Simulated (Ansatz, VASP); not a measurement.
# ZnSe in VASP and in Ansatz

```
Zn Se
1.0
     0.00000    2.83242    2.83242
     2.83242    0.00000    2.83242
     2.83242    2.83242    0.00000
Zn Se
1 1
Cartesian
  0.0000 0.0000 0.0000
  1.4162 1.4162 1.4162
```

Alike in both runs: task single point; functional PBE; k mesh 8 × 8 × 8; occupations fermi-dirac, width 0.02 eV; no spin polarisation.

```csv
,VASP,Ansatz
version,VASP 6.6.1,Ansatz 0.2.0
potentials or method,"VASP PAW PBE potentials, release 64 (Zn, Se)","plane waves, PAW"
plane-wave cutoff (eV),520,420
valence electrons in the cell,18,28
```

```tsv
	VASP	Ansatz	Ansatz less VASP
gap on the k mesh at the Fermi level (eV)	1.30	1.29	-0.002
pressure (GPa)	2.4	2.2	-0.24
```

VASP's potentials hold 18 valence electrons a cell and Ansatz's 28, so a difference there can come from the potentials and not from the codes.
